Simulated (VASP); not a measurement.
## SnO: single point with PBEsol

The system is SnO.

```
Sn O
1.0
     3.84002    0.00000    0.00000
     0.00000    3.84002    0.00000
     0.00000    0.00000    4.83600
Sn O
2 2
Cartesian
  0.0000 1.9200 1.1534
  1.9200 0.0000 3.6826
  0.0000 0.0000 0.0000
  1.9200 1.9200 0.0000
```

This cell differs from its parent crystal: equal xx and yy strain of +1 %.

```yaml
Program: VASP 6.6.1
Task: single point
Functional: PBEsol
Potentials_or_basis: VASP PAW PBE potentials, release 64 (Sn_d, O)
Cutoff: 520 eV
k_mesh: 8 × 8 × 6
Occupations: fermi-dirac, width 0.01 eV
Spin: no spin polarisation
Dipole_correction: no
Further_INCAR_settings: ALGO = Normal; EDIFF = 1e-07; NBANDS = 28
```

- Pressure: -1.8 GPa
- Largest force: 0.087 eV/Å
- Band gap on the k mesh: 0.12 eV (least direct gap 1.91 eV)

Forces in eV/Å, atoms in the order of the input:
```
Sn   0.000  0.000 -0.087
Sn   0.000  0.000  0.087
O    0.000  0.000  0.000
O    0.000  0.000  0.000
```

Stress tensor (GPa, compression positive):
```
-2.01  0.00  0.00
 0.00 -2.01  0.00
 0.00  0.00 -1.31
```

Levels at points of the mesh, in eV from the valence-band top:
| k point | band 18 | band 19 | band 20 | band 21 | band 22 | band 23 |
| --- | --- | --- | --- | --- | --- | --- |
| (0.00, 0.00, 0.00) | -3.03 | -3.03 | 0.00 | 2.03 | 4.38 | 4.67 |
| (0.50, 0.00, 0.00) | -4.69 | -2.57 | -2.57 | 3.19 | 3.19 | 5.86 |
| (0.50, 0.50, 0.00) | -2.37 | -1.79 | -1.79 | 0.12 | 0.12 | 4.47 |
| (0.00, 0.00, 0.50) | -3.05 | -3.05 | -2.03 | 1.59 | 2.95 | 2.95 |
| (0.50, 0.00, 0.50) | -4.65 | -1.61 | -1.61 | 2.60 | 2.60 | 5.37 |
| (0.50, 0.50, 0.50) | -2.61 | -2.37 | -2.37 | 2.42 | 2.42 | 4.04 |

It took 110 s on 1 thread of Intel(R) Xeon(R) Platinum 8259CL CPU @ 2.50GHz (Skylake/Cascade Lake), with other jobs on the host, peak memory 0.24 GiB.

Caveat: the cell differs from its parent crystal (equal xx and yy strain of +1 %); semilocal functionals underestimate gaps, and a narrow one can read as zero; the PAW data sets were made with another functional, which shifts forces and pressure a little; spin-orbit coupling is left out, which moves the levels of the heavy elements. A k mesh can miss the band edges.
